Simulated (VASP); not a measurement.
# InSe (P-6m2) in VASP: notebook

The runs below take InSe through single point, with r2SCAN, PBE, PBEsol, RPBE, LDA.

Program: VASP 6.6.1. These are calculated values, not measurements. Logs are shortened: lines on timing, memory, paths and dates and some standing lists are left out, and cuts for length are marked.

## (1) The cell of the first run

The structure is hexagonal, space group P-6m2 (No. 187). The conventional cell has a = 4.047 Å, b = 4.047 Å, c = 18.052 Å, α = 90.00°, β = 90.00°, γ = 120.00°. In (site symmetry 3m) has 3 Se at 2.65 Å and 1 In at 2.79 Å within 3.5 Å. Within 3.5 Å of In (site symmetry 3m) lie 3 Se at 2.65 Å and 1 In at 2.79 Å. Within 3.5 Å of Se (site symmetry 3m) lie 3 In at 2.65 Å. Within 3.5 Å of Se (site symmetry 3m) lie 3 In at 2.65 Å.

## (2) Single point, r2SCAN

POSCAR reads:

```
InSe
1.0
    4.0473293151      0.0000000000      0.0000000000
   -2.0236646576      3.5050900044      0.0000000000
    0.0000000000      0.0000000000     18.0520649100
In Se
4 4
Direct
    0.3333333333      0.6666666667      0.0773904900
    0.3333333333      0.6666666667      0.9226095100
    0.0000000000      0.0000000000      0.4226063200
    0.0000000000      0.0000000000      0.5773936800
    0.3333333333      0.6666666667      0.3529842800
    0.3333333333      0.6666666667      0.6470157200
    0.6666666667      0.3333333333      0.1469999300
    0.6666666667      0.3333333333      0.8530000700
```

INCAR.step1 reads:

```
  PREC = Accurate
  ENCUT = 520
  ISMEAR = -1
  SIGMA = 0.05
  LREAL = F
  LASPH = T
  NELM = 100
  NBANDS = 48
  GGA = PE
  ALGO = Normal
  EDIFF = 1E-4
  LWAVE = T
  LCHARG = F
```

INCAR.step2 reads:

```
  PREC = Accurate
  ENCUT = 520
  EDIFF = 1E-6
  ISMEAR = -1
  SIGMA = 0.05
  LREAL = F
  LASPH = T
  NELM = 100
  ALGO = Normal
  ISIF = 2
  LWAVE = F
  LCHARG = F
  METAGGA = R2SCAN
  LMIXTAU = T
  NBANDS = 48
  ISTART = 1
```

KPOINTS reads:

```
regular mesh
0
Gamma
  6 6 2
```

Potentials or basis: VASP PAW PBE potentials, release 64 (In_d, Se).

Started as:

```console
$ cat potpaw_PBE.64/In_d/POTCAR potpaw_PBE.64/Se/POTCAR > POTCAR
$ cp INCAR.step1 INCAR
$ mpirun -np 1 vasp_std > vasp.out
$ cp INCAR.step2 INCAR
$ mpirun -np 1 vasp_std > vasp.out
```

OUTCAR:

```text
PREC = Accurate
   ENCUT = 520
   EDIFF = 1E-6
   ISMEAR = -1
   LREAL = F
   LASPH = T
   NELM = 100
   ISIF = 2
   METAGGA = R2SCAN
   ISTART = 1

 ion  position               nearest neighbor table
   1  0.333  0.667  0.077-   7 2.65   7 2.65   7 2.65   2 2.79
   2  0.333  0.667  0.923-   8 2.65   8 2.65   8 2.65   1 2.79
   3  0.000  0.000  0.423-   5 2.65   5 2.65   5 2.65   4 2.79
   4  0.000  0.000  0.577-   6 2.65   6 2.65   6 2.65   3 2.79
   5  0.333  0.667  0.353-   3 2.65   3 2.65   3 2.65
   6  0.333  0.667  0.647-   4 2.65   4 2.65   4 2.65
   7  0.667  0.333  0.147-   1 2.65   1 2.65   1 2.65
   8  0.667  0.333  0.853-   2 2.65   2 2.65   2 2.65

  LATTYP: Found a hexagonal cell.
 ALAT       =     4.0473293151
 C/A-ratio  =     4.4602411874

  Lattice vectors:

 A1 = (   4.0473293151,   0.0000000000,   0.0000000000)
 A2 = (  -2.0236646576,   3.5050900044,   0.0000000000)
 A3 = (   0.0000000000,   0.0000000000,  18.0520649100)

Analysis of symmetry for initial positions (statically):
=====================================================================
 Subroutine PRICEL returns:
 Original cell was already a primitive cell.

 Routine SETGRP: Setting up the symmetry group for a
 hexagonal supercell.

 Subroutine GETGRP returns: Found 12 space group operations
 (whereof 12 operations were pure point group operations)
 out of a pool of 24 trial point group operations.

The static configuration has the point symmetry D_3h.

Analysis of symmetry for dynamics (positions and initial velocities):
=====================================================================
 Subroutine PRICEL returns:
 Original cell was already a primitive cell.

 Routine SETGRP: Setting up the symmetry group for a
 hexagonal supercell.

 Subroutine GETGRP returns: Found 12 space group operations
 (whereof 12 operations were pure point group operations)
 out of a pool of 24 trial point group operations.

The dynamic configuration has the point symmetry D_3h.

 Subroutine INISYM returns: Found 12 space group operations
 (whereof 12 operations are pure point group operations),
 and found     1 'primitive' translations

[... 95 lines left out ...]
   EDIFF  = 0.1E-05   stopping-criterion for ELM
   LREAL  =      F    real-space projection
   EDIFFG = 0.1E-04   stopping-criterion for IOM
   NSW    =      0    number of steps for IOM
   IBRION =     -1    ionic relax: 0-MD 1-quasi-New 2-CG
   NFREE  =      0    steps in history (QN), initial steepest desc. (CG)
   ISIF   =      2    stress and relaxation
   ISYM   =      2    0-nonsym 1-usesym 2-fastsym
   POTIM  = 0.5000    time-step for ionic-motion
   TEBEG  =    0.0;   TEEND  =   0.0 temperature during run
   PSTRESS=    0.0 pullay stress
   NELECT =      76.0000    total number of electrons
   NUPDOWN=      -1.0000    fix difference up-down
   EMIN   =  10.00;   EMAX   =-10.00  energy-range for DOS
   EFERMI =   0.00;   METHOD = LEGACY
   ISMEAR =    -1;   SIGMA  =   0.05  broadening in eV -4-tet -1-fermi 0-gaus
   EFERMI_NEDOS =   21; number of points for ismear=-14 and -15
   IALGO  =     38    algorithm
   IMIX   =      4    mixing-type and parameters
     AMIX     =   0.40;   BMIX     =  1.00
     AMIX_MAG =   1.60;   BMIX_MAG =  1.00
  volume/ion in A,a.u.               =      32.01       216.02
  Fermi-wavevector in a.u.,A,eV,Ry     =   1.091980  2.063542 16.223849  1.192419
  Thomas-Fermi vector in A             =   2.228236
   LORBIT       =      0    0 simple, 1 ext, 2 COOP (PROOUT), +10 PAW based schemes
   METAGGA = R2SCAN    functional components
   LHFCALC =     F    Hartree Fock is set to
   AEXX    =    0.0000 exact exchange contribution
   IVDW    =     0    specifies the selected vdW correction
   LEPSILON=     F    determine dielectric tensor
   LRPA    =     F    only Hartree local field effects (RPA)
 non-spin polarized calculation
  energy-cutoff  :      520.00
  volume of cell :      256.09
 maximum number of plane-waves:      6951
   NGX = 15   NGY = 15   NGZ = 67

 number of electron      76.0000024 magnetization

 Free energy of the ion-electron system (eV)
  ---------------------------------------------------
  ext. energy  EPLUGINS =         0.00000000
  ---------------------------------------------------
  free energy    TOTEN  =      -152.94070083 eV

  energy without entropy =     -152.94070031  energy(sigma->0) =     -152.94070057

 E-fermi :   3.3512     XC(G=0):  -8.9101

 val. band max:        2.7766382676   @ k =   0.0000   0.0000   0.0000
 cond. band min:       3.9074538472   @ k =   0.0000   0.0000   0.0000
 fundamental gap:      1.1308155797
 Fermi energy:         3.3512043926

 k-point     1 :       0.0000    0.0000    0.0000
  band No.  band energies     occupation
      1     -12.2426      2.00000
      2     -12.2382      2.00000
      3     -12.0539      2.00000
      4     -12.0539      2.00000
      5     -12.0496      2.00000
      6     -12.0495      2.00000
[... 703 lines left out ...]
     47       9.1583      0.00000
     48       9.1671      0.00000

------------------------ aborting loop because EDIFF is reached ----------------------------------------

  FORCE on cell =-STRESS in cart. coord.  units (eV):
  Direction    XX          YY          ZZ          XY          YZ          ZX
  --------------------------------------------------------------------------------------
  -------------------------------------------------------------------------------------
  Total       -0.1955230     -0.1955230     -0.1156767      0.0000000      0.0000000     -0.0000000
  in kB       -1.2232462     -1.2232462     -0.7237055      0.0000000      0.0000000     -0.0000000
  external PRESSURE =      -1.0567327 kB  Pullay stress =       0.0000000 kB

 VOLUME and BASIS-vectors are now :
 -----------------------------------------------------------------------------
  energy-cutoff  :      520.00
  volume of cell :      256.09
      direct lattice vectors                 reciprocal lattice vectors
     4.047329315  0.000000000  0.000000000     0.247076510  0.142649689  0.000000000
    -2.023664658  3.505090004  0.000000000     0.000000000  0.285299379  0.000000000
     0.000000000  0.000000000 18.052064910     0.000000000  0.000000000  0.055395325

 POSITION                                       TOTAL-FORCE (eV/Angst)
 -----------------------------------------------------------------------------------
     -0.00000      2.33673      1.39706         0.000000     -0.000000      0.012873
     -0.00000      2.33673     16.65501         0.000000     -0.000000     -0.012873
      0.00000      0.00000      7.62892        -0.000000      0.000000     -0.013366
      0.00000      0.00000     10.42315         0.000000     -0.000000      0.013366
     -0.00000      2.33673      6.37210        -0.000000      0.000000     -0.042921
     -0.00000      2.33673     11.67997        -0.000000      0.000000      0.042921
      2.02366      1.16836      2.65365        -0.000000      0.000000      0.043838
      2.02366      1.16836     15.39841        -0.000000      0.000000     -0.043838
 -----------------------------------------------------------------------------------
    total drift:                               -0.000006      0.000004     -0.000000

  FREE ENERGIE OF THE ION-ELECTRON SYSTEM (eV)
  ---------------------------------------------------
  free  energy   TOTEN  =      -152.9407008347 eV

  energy  without entropy=     -152.9407003137  energy(sigma->0) =     -152.94070057
```

It took 35 min on 1 thread of Intel Xeon 8259CL, shared host; peak memory 0.46 GiB.

Results:

```yaml
Free_energy: -152.9407 eV
Pressure: -0.1 GPa
Largest_force: 0.044 eV/Å
Band_gap_on_the_k_mesh: 1.13 eV
```

Forces on the atoms (eV/Å):
```
In   0.000  0.000  0.013
In   0.000  0.000 -0.013
In   0.000  0.000 -0.013
In   0.000  0.000  0.013
Se   0.000  0.000 -0.043
Se   0.000  0.000  0.043
Se   0.000  0.000  0.044
Se   0.000  0.000 -0.044
```

Caveat: the PAW data sets were made with another functional, which shifts forces and pressure a little; spin-orbit coupling is left out, which moves the levels of the heavy elements.

## (3) Single point, PBE

This run uses another cell than the first one, of 32.33 Å³/atom.

INCAR reads:

```
ALGO     = Normal         # electronic algorithm
EDIFF    = 1E-6           # SCF threshold, eV
ENCUT    = 520            # plane-wave cutoff, eV
GGA      = PE             # functional
ISIF     = 2              # what is computed and relaxed
ISMEAR   = -1             # smearing method
LASPH    = T              # aspherical terms in the spheres
LCHARG   = F              # write CHGCAR
LREAL    = F              # projectors in reciprocal space
LWAVE    = F              # write WAVECAR
NBANDS   = 48             # bands
NELM     = 60             # most SCF steps
PREC     = Accurate       # precision mode
SIGMA    = 0.05           # smearing width, eV
```

KPOINTS reads:

```
k-points
0
Gamma
  6 6 2
```

POSCAR, as its differences from that of step 2:

```diff
@@ -4,3 +4,3 @@
    -2.0236646576      3.5050900044      0.0000000000
-    0.0000000000      0.0000000000     18.0520649100
+    0.0000000000      0.0000000000     18.2325855591
 In Se
```

Potentials or basis: VASP PAW PBE potentials, release 64 (In_d, Se).

Started as:

```console
$ cat potpaw_PBE.64/In_d/POTCAR potpaw_PBE.64/Se/POTCAR > POTCAR
$ mpirun -np 1 vasp_std > vasp.out
```

Run time: 6.1 min. Hardware: 1 thread of Intel Xeon 8259CL, shared host; peak memory 0.42 GiB.

It converged, with:

```yaml
Free_energy: -28.4140 eV
Pressure: 1.0 GPa
Largest_force: 0.171 eV/Å
Band_gap_on_the_k_mesh: 0.76 eV
```

Forces on the atoms (eV/Å):
```
In   0.000  0.000 -0.167
In   0.000  0.000  0.167
In   0.000  0.000  0.166
In   0.000  0.000 -0.166
Se   0.000  0.000 -0.170
Se   0.000  0.000  0.170
Se   0.000  0.000  0.171
Se   0.000  0.000 -0.171
```

Stress tensor (GPa, compression positive):
```
1.24 0.00 0.00
0.00 1.24 0.00
0.00 0.00 0.63
```

Levels at points of the mesh, in eV from the valence-band top:
```tsv
k point	band 36	band 37	band 38	band 39	band 40	band 41
(0.00, 0.00, 0.00)	-0.89	-0.89	0.00	0.76	1.53	2.28
(0.50, 0.00, 0.00)	-1.80	-1.39	-1.27	1.72	1.77	1.93
(0.00, 0.00, 0.50)	-0.90	-0.53	-0.52	1.21	1.22	2.31
(0.50, 0.00, 0.50)	-1.83	-1.33	-1.29	1.65	1.72	1.96
```

Caveat: spin-orbit coupling is left out, which moves the levels of the heavy elements; this functional lacks dispersion, which binds the layers, so the pressure and a relaxed spacing across them are unreliable. A k mesh can miss the band edges.

(Continued in part 2 of 2.)
